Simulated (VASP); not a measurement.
A run of VASP 6.6.1 is set up as follows.

File INCAR:

```
  ALGO = Normal
  EDIFF = 1E-6
  EDIFFG = -0.04
  ENCUT = 600
  GGA = PE
  IBRION = 2
  ISIF = 3
  ISMEAR = 0
  LASPH = True
  LCHARG = False
  LREAL = False
  LWAVE = False
  NELM = 80
  NSW = 90
  PREC = Accurate
  SIGMA = 0.1
```

The input KPOINTS:

```
k-points
0
Gamma
  4 4 4
```

Contents of POSCAR:

```
Ge6N
1.0
    0.0000000000      4.2118102800      4.2118102800
    4.2118102800      0.0000000000      4.2118102800
    4.2118102800      4.2118102800      0.0000000000
Ge N
6 1
Direct
    0.6153171800      0.6153171800      0.6153171800
    0.6153171800      0.6153171800      0.1540484600
    0.6153171800      0.1540484600      0.6153171800
    0.1540484600      0.6153171800      0.6153171800
    0.0000000000      0.0000000000      0.0000000000
    0.7500000000      0.7500000000      0.7500000000
    0.2500000000      0.2500000000      0.2500000000
```

Potentials or basis: VASP PAW PBE potentials, release 64 (Ge_d, N).

Launch:

```bash
$ cat potpaw_PBE.64/Ge_d/POTCAR potpaw_PBE.64/N/POTCAR > POTCAR
$ mpirun -np 1 vasp_std > vasp.out
```

(1) Predict the relaxed volume.

(2) What does it give for the band gap on the k mesh?

(3) Estimate the relaxed cell.

(4) Estimate the space group after relaxing (to 0.1 Å).

Results:

(1) 26.00 Å³/atom.

(2) zero (an odd number of electrons rules out a gap without spin polarisation).

(3) a = 6.361 Å, b = 6.361 Å, c = 6.361 Å, α = 60.00°, β = 60.00°, γ = 60.00°.

(4) F-43m (No. 216).

Caveat: the volume moved by over 15 % at a fixed basis, so the end points are rough.
